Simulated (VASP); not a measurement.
The system is CsBe3S3.

```xyz
14
Lattice="5.4852 0.0000 0.0000 0.0000 5.4852 0.0000 0.0000 0.0000 5.4852" Properties=species:S:1:pos:R:3 pbc="T T T"
Cs    2.7426    2.7426    2.7426
Cs    0.0000    0.0000    0.0000
Be    2.7426    0.0000    4.1139
Be    4.1139    2.7426    0.0000
Be    0.0000    4.1139    2.7426
Be    2.7426    0.0000    1.3713
Be    1.3713    2.7426    0.0000
Be    0.0000    1.3713    2.7426
S     0.0000    2.7426    4.1139
S     4.1139    0.0000    2.7426
S     2.7426    4.1139    0.0000
S     0.0000    2.7426    1.3713
S     1.3713    0.0000    2.7426
S     2.7426    1.3713    0.0000
```

The cell was generated, and may not be a known phase.

| Item | Value |
| --- | --- |
| Program | VASP 6.6.1 |
| Task | relaxation of cell and atoms |
| Functional | PBE |
| Potentials or basis | VASP PAW PBE potentials, release 64 (Cs_sv, Be, S) |
| Cutoff | 600 eV |
| k mesh | 4 × 4 × 4 |
| Occupations | gaussian, width 0.1 eV |
| Spin | no spin polarisation |

At the start: pressure 55.1 GPa; volume 11.79 Å³/atom.

Task: Where does the relaxation end?

Result: Over 4 steps the energy falls by 681.2 meV/atom and the volume is 17.26 Å³/atom (+46.5 %); space group Pm-3n (No. 223, to 0.1 Å) before and after.

Step by step:
| step | energy change (eV) | largest force (eV/Å) | pressure (GPa) | volume (Å³) |
| --- | --- | --- | --- | --- |
| 1 | 0.0000 | 0.0000 | 55.05 | 165.03 |
| 2 | -8.4353 | 0.0000 | -7.53 | 281.91 |
| 3 | -9.5332 | 0.0000 | 0.65 | 238.93 |
| 4 | -9.5374 | 0.0000 | -0.15 | 241.70 |

Final structure:
```yaml
crystal:
  lattice:
    - [6.22912, 0.00000, 0.00000]
    - [0.00000, 6.22912, 0.00000]
    - [0.00000, 0.00000, 6.22912]
  atoms:
    - { symbol: Cs, position: [0.50000, 0.50000, 0.50000] }
    - { symbol: Cs, position: [0.00000, 0.00000, 0.00000] }
    - { symbol: Be, position: [0.50000, 0.00000, 0.75000] }
    - { symbol: Be, position: [0.75000, 0.50000, 0.00000] }
    - { symbol: Be, position: [0.00000, 0.75000, 0.50000] }
    - { symbol: Be, position: [0.50000, 0.00000, 0.25000] }
    - { symbol: Be, position: [0.25000, 0.50000, 0.00000] }
    - { symbol: Be, position: [0.00000, 0.25000, 0.50000] }
    - { symbol: S, position: [0.00000, 0.50000, 0.75000] }
    - { symbol: S, position: [0.75000, 0.00000, 0.50000] }
    - { symbol: S, position: [0.50000, 0.75000, 0.00000] }
    - { symbol: S, position: [0.00000, 0.50000, 0.25000] }
    - { symbol: S, position: [0.25000, 0.00000, 0.50000] }
    - { symbol: S, position: [0.50000, 0.25000, 0.00000] }
```

Caveat: the volume moved by over 15 % at a fixed basis, so the end points are rough.
